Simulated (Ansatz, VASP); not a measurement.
SnSe: VASP beside Ansatz

```xyz
2
Lattice="0.0000 3.0100 3.0100 3.0100 0.0000 3.0100 3.0100 3.0100 0.0000" Properties=species:S:1:pos:R:3 pbc="T T T"
Sn    0.0000    0.0000    0.0000
Se    3.0100    3.0100    3.0100
```

Alike in both runs: task single point; functional PBE; k mesh 8 × 8 × 8; occupations gaussian, width 0.014 eV; no spin polarisation.

```csv
,VASP,Ansatz
version,VASP 6.6.1,Ansatz 0.2.0
potentials or method,"VASP PAW PBE potentials, release 64 (Sn_d, Se), cutoff 520 eV","all-electron LAPW, scalar-relativistic"
```

```csv
,VASP,Ansatz,Ansatz less VASP
gap on the k mesh at the Fermi level (eV),0.58,0.58,0.000
least direct gap on the mesh (eV),0.58,0.58,0.000
pressure (GPa),0.9,0.9,+0.01
```

Ansatz ran all-electron here, and VASP with PAW potentials.
